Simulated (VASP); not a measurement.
Ga3AsN2:

```xyz
6
Lattice="3.6135 0.0000 0.0000 -1.8067 3.1294 0.0000 0.0000 0.0000 8.8512" Properties=species:S:1:pos:R:3 pbc="T T T"
Ga    1.8067    1.0431    7.3760
Ga    0.0000    0.0000    4.4256
Ga    0.0000    2.0862    1.4752
As    0.0000    0.0000    0.0000
N     0.0000    2.0862    5.9008
N     1.8067    1.0431    2.9504
```

```yaml
Program: VASP 6.6.1
Task: relaxation of cell and atoms
Functional: PBE
Potentials_or_basis: VASP PAW PBE potentials, release 64 (Ga_d, As, N)
Cutoff: 600 eV
k_mesh: 6 × 6 × 2
Occupations: gaussian, width 0.1 eV
Spin: no spin polarisation
```

At the start: pressure -13.9 GPa; volume 16.68 Å³/atom.

Question: Where does the relaxation end?

Answer: Over 14 steps the energy falls by 576.4 meV/atom and the volume is 13.04 Å³/atom (-21.9 %); space group P-3m1 (No. 164, to 0.05 Å).

The path:
| step | energy change (eV) | largest force (eV/Å) | pressure (GPa) | volume (Å³) |
| --- | --- | --- | --- | --- |
| 1 | 0.0000 | 2.8108 | -13.89 | 100.09 |
| 2 | -2.0140 | 3.2122 | -2.44 | 80.56 |
| 3 | -2.2144 | 2.8632 | 9.52 | 73.42 |
| 4 | -2.9833 | 0.8869 | 13.35 | 71.69 |
| 5 | -2.9834 | 0.8850 | 13.33 | 71.71 |
| 6 | -3.3281 | 0.2547 | -6.51 | 82.92 |
| 7 | -3.3833 | 0.2442 | -2.09 | 79.53 |
| 8 | -3.4411 | 0.2093 | -0.77 | 78.70 |
| 9 | -3.4455 | 0.2024 | -0.27 | 78.41 |
| 10 | -3.4516 | 0.1732 | 0.25 | 78.09 |
| 11 | -3.4543 | 0.1274 | 0.96 | 77.67 |
| 12 | -3.4575 | 0.0574 | 0.36 | 78.01 |
| 13 | -3.4581 | 0.0413 | -0.02 | 78.22 |
| 14 | -3.4585 | 0.0133 | -0.05 | 78.22 |

Final structure:
```
Ga As N
1.0
     3.20172    0.00000    0.00000
    -1.60086    2.77277    0.00000
     0.00000    0.00000    8.81055
Ga As N
3 1 2
Direct
  0.66667 0.33333 0.77372
  0.00000 0.00000 0.50000
  0.33333 0.66667 0.22628
  0.00000 0.00000 0.00000
  0.33333 0.66667 0.64645
  0.66667 0.33333 0.35355
```

Caveat: the volume moved by over 15 % at a fixed basis, so the end points are rough.
